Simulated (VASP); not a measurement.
Here is a VASP 6.6.1 calculation.

The input INCAR:

```
SYSTEM = Ti3C2F2
ALGO     = Normal         ! electronic algorithm
DIPOL    = 0.5 0.5 0.330
EDIFF    = 1E-6           ! SCF threshold, eV
ENCUT    = 520            ! plane-wave cutoff, eV
GGA      = PE             ! functional
IDIPOL   = 3            
ISIF     = 2              ! what is computed and relaxed
ISMEAR   = 0              ! smearing method
LASPH    = .True.         ! aspherical terms in the spheres
LCHARG   = .False.        ! write CHGCAR
LDIPOL   = .True.       
LREAL    = .False.        ! projectors in reciprocal space
LWAVE    = .False.        ! write WAVECAR
NBANDS   = 38             ! bands
NELM     = 60             ! most SCF steps
PREC     = Accurate       ! precision mode
SIGMA    = 0.05           ! smearing width, eV
```

Contents of KPOINTS:

```
k-points
0
Gamma
  14 14 1
  0 0 0
```

The input POSCAR:

```
Ti3C2F2
1.0
    3.0177550666      0.0000000000      0.0000000000
   -1.5088775333      2.6134525501      0.0000000000
    0.0000000000      0.0000000000     38.1200000028
Ti C F
3 2 2
Direct
    0.0000000000      0.0000000000      0.3300104932
    0.6666666667      0.3333333333      0.3940130477
    0.3333333333      0.6666666667      0.2660079386
    0.3333333333      0.6666666667      0.3635519665
    0.6666666667      0.3333333333      0.2964690198
    0.3333333333      0.6666666667      0.4289676366
    0.6666666667      0.3333333333      0.2310533497
```

Potentials or basis: VASP PAW PBE potentials, release 64 (Ti_sv, C, F).

Launch:

```console
$ cat potpaw_PBE.64/Ti_sv/POTCAR potpaw_PBE.64/C/POTCAR potpaw_PBE.64/F/POTCAR > POTCAR
$ mpirun -np 1 vasp_std > vasp.out
```

Task: What does it give for the largest force?

Result: 0.025 eV/Å.

Task: What does it give for the band gap on the k mesh?

Result: Zero (bands 29 and 30 overlap by 0.40 eV).

Forces in eV/Å, atoms in the order of the input:
```
Ti   0.000  0.000  0.000
Ti   0.000  0.000  0.003
Ti   0.000  0.000 -0.003
C    0.000  0.000 -0.011
C    0.000  0.000  0.011
F    0.000  0.000  0.025
F    0.000  0.000 -0.025
```
